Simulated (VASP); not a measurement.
# W3Se (Pm-3m) in VASP: notebook

Runs on W3Se. Level: PBE. Tasks: single point, relaxation of cell and atoms.

Program: VASP 6.6.1. These are calculated values, not measurements. Logs are shortened: lines on timing, memory, paths and dates and some standing lists are left out, and cuts for length are marked.

**1. The cell of the first run**

It takes space group Pm-3m (No. 221, cubic). Conventional cell: a = 4.040 Å, b = 4.040 Å, c = 4.040 Å, α = 90.00°, β = 90.00°, γ = 90.00°. W (site symmetry 4/mmm) has 8 W at 2.86 Å and 4 Se at 2.86 Å within 3.8 Å. Within 3.8 Å of Se (site symmetry m-3m) lie 12 W at 2.86 Å.

**2. Single point, PBE**

INCAR

```
PREC = Accurate
ENCUT = 520
EDIFF = 1E-6
ISMEAR = 0
SIGMA = 0.1
LREAL = F
LASPH = T
NELM = 60
ALGO = Normal
ISIF = 2
LWAVE = F
LCHARG = F
GGA = PE
NBANDS = 32
```

KPOINTS

```
regular mesh
0
Gamma
  12 12 12
```

POSCAR

```
W3Se
1.0
    4.0402880555      0.0000000000      0.0000000000
    0.0000000000      4.0402880555      0.0000000000
    0.0000000000      0.0000000000      4.0402880555
W Se
3 1
Direct
    0.0000000000      0.5000000000      0.5000000000
    0.5000000000      0.0000000000      0.5000000000
    0.5000000000      0.5000000000      0.0000000000
    0.0000000000      0.0000000000      0.0000000000
```

Potentials or basis: VASP PAW PBE potentials, release 64 (W_sv, Se).

Run with:

```bash
cat potpaw_PBE.64/W_sv/POTCAR potpaw_PBE.64/Se/POTCAR > POTCAR
mpirun -np 1 vasp_std > vasp.out
```

OUTCAR:

```text
PREC = Accurate
   ENCUT = 520
   EDIFF = 1E-6
   ISMEAR = 0
   LREAL = F
   LASPH = T
   NELM = 60
   ISIF = 2
   GGA = PE

 ion  position               nearest neighbor table
   1  0.000  0.500  0.500-   2 2.86   3 2.86   4 2.86   3 2.86   4 2.86   2 2.86   4 2.86   4 2.86
                             2 2.86   3 2.86   3 2.86   2 2.86
   2  0.500  0.000  0.500-   1 2.86   3 2.86   4 2.86   3 2.86   4 2.86   1 2.86   3 2.86   3 2.86
                             1 2.86   4 2.86   4 2.86   1 2.86
   3  0.500  0.500  0.000-   1 2.86   2 2.86   4 2.86   1 2.86   2 2.86   2 2.86   4 2.86   2 2.86
                             1 2.86   4 2.86   1 2.86   4 2.86
   4  0.000  0.000  0.000-   1 2.86   2 2.86   3 2.86   1 2.86   2 2.86   1 2.86   3 2.86   1 2.86
                             2 2.86   3 2.86   2 2.86   3 2.86

  LATTYP: Found a simple cubic cell.
 ALAT       =     4.0402880555

  Lattice vectors:

 A1 = (   4.0402880555,   0.0000000000,   0.0000000000)
 A2 = (   0.0000000000,   4.0402880555,   0.0000000000)
 A3 = (   0.0000000000,   0.0000000000,   4.0402880555)

Analysis of symmetry for initial positions (statically):
=====================================================================
 Subroutine PRICEL returns:
 Original cell was already a primitive cell.

 Routine SETGRP: Setting up the symmetry group for a
 simple cubic supercell.

 Subroutine GETGRP returns: Found 48 space group operations
 (whereof 48 operations were pure point group operations)
 out of a pool of 48 trial point group operations.

The static configuration has the point symmetry O_h .

Analysis of symmetry for dynamics (positions and initial velocities):
=====================================================================
 Subroutine PRICEL returns:
 Original cell was already a primitive cell.

 Routine SETGRP: Setting up the symmetry group for a
 simple cubic supercell.

 Subroutine GETGRP returns: Found 48 space group operations
 (whereof 48 operations were pure point group operations)
 out of a pool of 48 trial point group operations.

The dynamic configuration has the point symmetry O_h .

 Subroutine INISYM returns: Found 48 space group operations
 (whereof 48 operations are pure point group operations),
 and found     1 'primitive' translations

----------------------------------------------------------------------------------------

                                     Primitive cell

  volume of cell :      65.9534

  direct lattice vectors                    reciprocal lattice vectors
     4.040288055  0.000000000  0.000000000     0.247507105  0.000000000  0.000000000
     0.000000000  4.040288055  0.000000000     0.000000000  0.247507105  0.000000000
     0.000000000  0.000000000  4.040288055     0.000000000  0.000000000  0.247507105

  length of vectors
     4.040288055  4.040288055  4.040288055     0.247507105  0.247507105  0.247507105

  position of ions in fractional coordinates (direct lattice)
     0.000000000  0.500000000  0.500000000
     0.500000000  0.000000000  0.500000000
     0.500000000  0.500000000  0.000000000
     0.000000000  0.000000000  0.000000000

  ion indices of the primitive-cell ions
   primitive index   ion index
                 1           1
                 2           2
                 3           3
                 4           4

----------------------------------------------------------------------------------------

 KPOINTS: regular mesh

Automatic generation of k-mesh.
 Grid dimensions read from file:
 generate k-points for:   12   12   12

 Generating k-lattice:

  Cartesian coordinates                     Fractional coordinates (reciprocal lattice)
     0.020625592  0.000000000  0.000000000     0.083333333  0.000000000  0.000000000
     0.000000000  0.020625592  0.000000000     0.000000000  0.083333333  0.000000000
     0.000000000  0.000000000  0.020625592     0.000000000  0.000000000  0.083333333

  Length of vectors
     0.020625592  0.020625592  0.020625592

  Shift w.r.t. Gamma in fractional coordinates (k-lattice)
     0.000000000  0.000000000  0.000000000

 Subroutine IBZKPT returns following result:
 ===========================================

 Found     84 irreducible k-points:

 Following reciprocal coordinates:
            Coordinates               Weight
  0.000000  0.000000  0.000000      1.000000
  0.083333  0.000000  0.000000      6.000000
  0.166667  0.000000  0.000000      6.000000
  0.250000  0.000000  0.000000      6.000000
  0.333333  0.000000  0.000000      6.000000
  0.416667  0.000000  0.000000      6.000000
[... 16 lines left out ...]
  0.333333  0.333333  0.000000     12.000000
  0.416667  0.333333  0.000000     24.000000
 [... further k-points ...]
   k-points           NKPTS =     84   k-points in BZ     NKDIM =     84   number of bands    NBANDS=     32
   number of dos      NEDOS =    301   number of ions     NIONS =      4
   total plane-waves  NPLWV =  27000
   dimension x,y,z NGX =    30 NGY =   30 NGZ =   30
   dimension x,y,z NGXF=    60 NGYF=   60 NGZF=   60
   ions per type =               3   1
   NGX,Y,Z   is equivalent  to a cutoff of  12.34, 12.34, 12.34 a.u.
   NGXF,Y,Z  is equivalent  to a cutoff of  24.69, 24.69, 24.69 a.u.
 SYSTEM =  unknown system
   PREC   = accura    normal or accurate (medium, high low for compatibility)
   ISTART =      0    job   : 0-new  1-cont  2-samecut
   ICHARG =      2    charge: 1-file 2-atom 10-const
   ISPIN  =      1    spin polarized calculation?
   LNONCOLLINEAR =      F non collinear calculations
   LSORBIT =      F    spin-orbit coupling
   LASPH  =      T    aspherical Exc in radial PAW
   ENCUT  =  520.0 eV  38.22 Ry    6.18 a.u.   7.51  7.51  7.51*2*pi/ulx,y,z
   NELM   =     60;   NELMIN=  2; NELMDL= -5     # of ELM steps
   EDIFF  = 0.1E-05   stopping-criterion for ELM
   LREAL  =      F    real-space projection
   EDIFFG = 0.1E-04   stopping-criterion for IOM
   NSW    =      0    number of steps for IOM
   IBRION =     -1    ionic relax: 0-MD 1-quasi-New 2-CG
   NFREE  =      0    steps in history (QN), initial steepest desc. (CG)
   ISIF   =      2    stress and relaxation
   ISYM   =      2    0-nonsym 1-usesym 2-fastsym
   POTIM  = 0.5000    time-step for ionic-motion
   TEBEG  =    0.0;   TEEND  =   0.0 temperature during run
   PSTRESS=    0.0 pullay stress
   NELECT =      48.0000    total number of electrons
   NUPDOWN=      -1.0000    fix difference up-down
   EMIN   =  10.00;   EMAX   =-10.00  energy-range for DOS
   EFERMI =   0.00;   METHOD = LEGACY
   ISMEAR =     0;   SIGMA  =   0.10  broadening in eV -4-tet -1-fermi 0-gaus
   EFERMI_NEDOS =   21; number of points for ismear=-14 and -15
   IALGO  =     38    algorithm
   IMIX   =      4    mixing-type and parameters
     AMIX     =   0.40;   BMIX     =  1.00
     AMIX_MAG =   1.60;   BMIX_MAG =  1.00
  volume/ion in A,a.u.               =      16.49       111.27
  Fermi-wavevector in a.u.,A,eV,Ry     =   1.472571  2.782756 29.503763  2.168465
  Thomas-Fermi vector in A             =   2.587569
   LORBIT       =      0    0 simple, 1 ext, 2 COOP (PROOUT), +10 PAW based schemes
   GGA     = PE    functional components
   LHFCALC =     F    Hartree Fock is set to
   AEXX    =    0.0000 exact exchange contribution
   IVDW    =     0    specifies the selected vdW correction
   LEPSILON=     F    determine dielectric tensor
   LRPA    =     F    only Hartree local field effects (RPA)
 non-spin polarized calculation
 Gauss-broadening in eV      SIGMA  =   0.10
  energy-cutoff  :      520.00
  volume of cell :       65.95
 maximum number of plane-waves:      1800
   NGX = 15   NGY = 15   NGZ = 15

 number of electron      47.9999991 magnetization

 Free energy of the ion-electron system (eV)
  ---------------------------------------------------
  ext. energy  EPLUGINS =         0.00000000
  ---------------------------------------------------
  free energy    TOTEN  =       -38.53838549 eV

  energy without entropy =      -38.52003580  energy(sigma->0) =      -38.52921064

 E-fermi :  10.8759     XC(G=0): -12.9518

 val. band max:       10.8659955309   @ k =   0.5000   0.2500   0.0000
 cond. band min:      10.8781070800   @ k =   0.5000   0.5000   0.0000
 fundamental gap:      0.0121115490
 Fermi energy:        10.8759258547

 k-point     1 :       0.0000    0.0000    0.0000
  band No.  band energies     occupation
      1     -63.5616      2.00000
      2     -63.4578      2.00000
      3     -63.4578      2.00000
      4     -28.1145      2.00000
      5     -28.1145      2.00000
      6     -28.1145      2.00000
[... 24 lines left out ...]
     31      15.8171      0.00000
     32      15.8171      0.00000

 k-point     2 :       0.0833    0.0000    0.0000
  band No.  band energies     occupation
      1     -63.5600      2.00000
      2     -63.4594      2.00000
      3     -63.4578      2.00000
      4     -28.1072      2.00000
      5     -28.1072      2.00000
      6     -28.1037      2.00000
[... 24 lines left out ...]
     31      15.1459      0.00000
     32      15.8177      0.00000

 k-point     3 :       0.1667    0.0000    0.0000
  band No.  band energies     occupation
      1     -63.5554      2.00000
      2     -63.4639      2.00000
      3     -63.4578      2.00000
      4     -28.0862      2.00000
      5     -28.0862      2.00000
      6     -28.0721      2.00000
[... 24 lines left out ...]
     31      14.3192      0.00000
     32      15.5140      0.00000

 k-point     4 :       0.2500    0.0000    0.0000
  band No.  band energies     occupation
      1     -63.5484      2.00000
      2     -63.4710      2.00000
      3     -63.4577      2.00000
      4     -28.0543      2.00000
      5     -28.0543      2.00000
      6     -28.0216      2.00000
[... 24 lines left out ...]
     31      13.8338      0.00000
     32      14.9030      0.00000

 k-point     5 :       0.3333    0.0000    0.0000
  band No.  band energies     occupation
      1     -63.5397      2.00000
      2     -63.4797      2.00000
      3     -63.4576      2.00000
      4     -28.0169      2.00000
      5     -28.0169      2.00000
      6     -27.9567      2.00000
[... 584 lines left out ...]
     31      13.5627      0.00000
     32      13.8963      0.00000

 k-point    22 :       0.5000    0.2500    0.0000
  band No.  band energies     occupation
      1     -63.5167      2.00000
      2     -63.4923      2.00000
      3     -63.4677      2.00000
      4     -28.0130      2.00000
      5     -27.9765      2.00000
      6     -27.8964      2.00000
[... 24 lines left out ...]
     31      13.6676      0.00000
     32      13.8974      0.00000

 k-point    23 :       0.3333    0.3333    0.0000
  band No.  band energies     occupation
      1     -63.5214      2.00000
      2     -63.4835      2.00000
      3     -63.4717      2.00000
      4     -28.0754      2.00000
      5     -27.9237      2.00000
      6     -27.9080      2.00000
[... 24 lines left out ...]
     31      13.5926      0.00000
     32      13.7740      0.00000

 k-point    24 :       0.4167    0.3333    0.0000
  band No.  band energies     occupation
      1     -63.5137      2.00000
      2     -63.4886      2.00000
      3     -63.4742      2.00000
      4     -28.0689      2.00000
      5     -27.9613      2.00000
      6     -27.8664      2.00000
[... 24 lines left out ...]
     31      13.7847      0.00000
     32      13.9941      0.00000

 [... further k-points ...]

------------------------ aborting loop because EDIFF is reached ----------------------------------------

  FORCE on cell =-STRESS in cart. coord.  units (eV):
  Direction    XX          YY          ZZ          XY          YZ          ZX
  --------------------------------------------------------------------------------------
  -------------------------------------------------------------------------------------
  Total        0.1567624      0.1567624      0.1567624     -0.0000000     -0.0000000     -0.0000000
  in kB        3.8081633      3.8081633      3.8081633     -0.0000000     -0.0000000     -0.0000000
  external PRESSURE =       3.8081633 kB  Pullay stress =       0.0000000 kB

 VOLUME and BASIS-vectors are now :
 -----------------------------------------------------------------------------
  energy-cutoff  :      520.00
  volume of cell :       65.95
      direct lattice vectors                 reciprocal lattice vectors
     4.040288055  0.000000000  0.000000000     0.247507105  0.000000000  0.000000000
     0.000000000  4.040288055  0.000000000     0.000000000  0.247507105  0.000000000
     0.000000000  0.000000000  4.040288055     0.000000000  0.000000000  0.247507105

 POSITION                                       TOTAL-FORCE (eV/Angst)
 -----------------------------------------------------------------------------------
      0.00000      2.02014      2.02014         0.000000      0.000000      0.000000
      2.02014      0.00000      2.02014         0.000000      0.000000      0.000000
      2.02014      2.02014      0.00000         0.000000      0.000000      0.000000
      0.00000      0.00000      0.00000         0.000000      0.000000      0.000000
 -----------------------------------------------------------------------------------
    total drift:                                0.000000      0.000000     -0.000000

  FREE ENERGIE OF THE ION-ELECTRON SYSTEM (eV)
  ---------------------------------------------------
  free  energy   TOTEN  =       -38.5383854907 eV

  energy  without entropy=      -38.5200357961  energy(sigma->0) =      -38.52921064
```

Wall time 90 s (1 thread of Intel Xeon Platinum 8488C (Sapphire Rapids), shared host); peak memory 0.27 GiB.

Results:

```yaml
Free_energy: -38.5384 eV
Pressure: 0.4 GPa
Band_gap_on_the_k_mesh: zero (band 24 reaches 11.39 eV, above the bottom of band 25 at 10.27 eV)
```

Caveat: spin-orbit coupling is left out, which moves the levels of the heavy elements.

**3. Relaxation of cell and atoms, PBE**

This run uses another cell than the first one, of 16.55 Å³/atom, 1.004 times its volume.

INCAR

```
  PREC = Accurate
  ENCUT = 600
  EDIFF = 1E-6
  ISMEAR = 0
  SIGMA = 0.1
  LREAL = F
  LASPH = T
  NELM = 60
  ALGO = Normal
  ISIF = 3
  LWAVE = F
  LCHARG = F
  GGA = PE
  IBRION = 2
  NSW = 100
  EDIFFG = -0.01
```

KPOINTS

```
Automatic mesh
0
Gamma
  12 12 12
```

POSCAR

```
W3Se
1.0
    4.0450923178      0.0000000000      0.0000000000
    0.0000000000      4.0450923178      0.0000000000
    0.0000000000      0.0000000000      4.0450923178
W Se
3 1
Direct
    0.0000000000      0.5000000000      0.5000000000
    0.5000000000      0.0000000000      0.5000000000
    0.5000000000      0.5000000000      0.0000000000
    0.0000000000      0.0000000000      0.0000000000
```

Potentials or basis: VASP PAW PBE potentials, release 64 (W_sv, Se).

Run with:

```bash
cat potpaw_PBE.64/W_sv/POTCAR potpaw_PBE.64/Se/POTCAR > POTCAR
mpirun -np 1 vasp_std > vasp.out
```

Wall time 2.7 min (1 thread of Intel Xeon Platinum 8488C (Sapphire Rapids), shared host); peak memory 0.3 GiB.

The run converged. Its results:

```yaml
Free_energy: -38.5390 eV
Relaxed_volume: 16.52 Å³/atom
Relaxed_cell: a = 4.043 Å, b = 4.043 Å, c = 4.043 Å, α = 90.00°, β = 90.00°, γ = 90.00°
Space_group_after_relaxing_to_0.05_Å: Pm-3m (No. 221)
Energy_gained_by_relaxing: 0.0 meV/atom
Ionic_steps: 3
Pressure_after_relaxing: 0.0 GPa
Band_gap_on_the_k_mesh: zero (band 24 reaches 11.36 eV, above the bottom of band 25 at 10.24 eV)
```

Step by step:
```csv
step,energy change (eV),largest force (eV/Å),pressure (GPa),volume (Å³)
1,0.0000,0.0000,-0.32,66.19
2,0.0003,0.0000,0.66,65.87
3,-0.0001,0.0000,0.02,66.09
```

Final structure:
```yaml
crystal:
  lattice:
    - [4.04301, 0.00000, 0.00000]
    - [0.00000, 4.04301, 0.00000]
    - [0.00000, 0.00000, 4.04301]
  atoms:
    - { symbol: W, position: [0.00000, 0.50000, 0.50000] }
    - { symbol: W, position: [0.50000, 0.00000, 0.50000] }
    - { symbol: W, position: [0.50000, 0.50000, 0.00000] }
    - { symbol: Se, position: [0.00000, 0.00000, 0.00000] }
```

Levels at points of the mesh, in eV from the Fermi level:
```
           k point  band 22  band 23  band 24  band 25  band 26  band 27
(0.00, 0.00, 0.00)    -4.38    -1.85     0.10     0.10     0.10     2.60
(0.50, 0.00, 0.00)    -1.58    -1.48    -1.32    -0.15    -0.13    -0.13
(0.50, 0.50, 0.00)    -1.51    -0.95    -0.14    -0.14     0.00     0.07
(0.50, 0.50, 0.50)    -1.61    -0.82    -0.14    -0.14    -0.14    -0.04
```

Caveat: spin-orbit coupling is left out, which moves the levels of the heavy elements.
